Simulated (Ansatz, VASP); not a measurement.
**BN in VASP and in Ansatz**

```
B N
1.0
     4.77135    0.00000    0.00000
     0.00000    4.77135    0.00000
     0.00000    0.00000    3.38266
B N
4 4
Direct
  0.26968 0.00000 0.50000
  0.73032 0.00000 0.50000
  0.00000 0.26968 0.50000
  0.00000 0.73032 0.50000
  0.50000 0.00000 0.81145
  0.00000 0.50000 0.81145
  0.50000 0.00000 0.18855
  0.00000 0.50000 0.18855
```

Alike in both runs: functional PBE; k mesh 4 × 4 × 6; occupations gaussian, width 0.1 eV; no spin polarisation.

Ansatz relaxed the structure, and its values are those at the end. VASP's run is a single point on that final structure, the one shown.

|  | VASP | Ansatz |
| --- | --- | --- |
| version | VASP 6.6.1 | Ansatz 0.2.0 |
| potentials or method | VASP PAW PBE potentials, release 64 (B, N), cutoff 520 eV | scalar-relativistic, plane waves, PAW |
| valence electrons in the cell | 32 | 32 |

```csv
,VASP,Ansatz,Ansatz less VASP
gap on the k mesh at the Fermi level (eV),none,none,-
pressure (GPa),0.0,-0.1,-0.04
rms of the force components (eV/Å),0.026,0.004,-0.0219
```

A gap of «none» marks a metal or a gap that the smearing closes.
